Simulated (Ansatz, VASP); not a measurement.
## Two plane-wave programs on GaP

```xyz
2
Lattice="0.0000 2.7530 2.7530 2.7530 0.0000 2.7530 2.7530 2.7530 0.0000" Properties=species:S:1:pos:R:3 pbc="T T T"
Ga    0.0000    0.0000    0.0000
P     1.3765    1.3765    1.3765
```

Alike in both runs: task single point; functional PBE; k mesh 8 × 8 × 8; occupations gaussian, width 0.02 eV; no spin polarisation.

|  | VASP | Ansatz |
| --- | --- | --- |
| version | VASP 6.6.1 | Ansatz 0.2.0 |
| potentials or method | VASP PAW PBE potentials, release 64 (Ga_d, P), cutoff 500 eV | scalar-relativistic, plane waves, PAW |
| valence electrons in the cell | 18 | 18 |

|  | VASP | Ansatz | Ansatz less VASP |
| --- | --- | --- | --- |
| gap on the k mesh at the Fermi level (eV) | 1.58 | 1.58 | +0.003 |
| least direct gap on the mesh (eV) | 1.58 | 1.58 | +0.003 |
| pressure (GPa) | -0.1 | 0.0 | +0.08 |
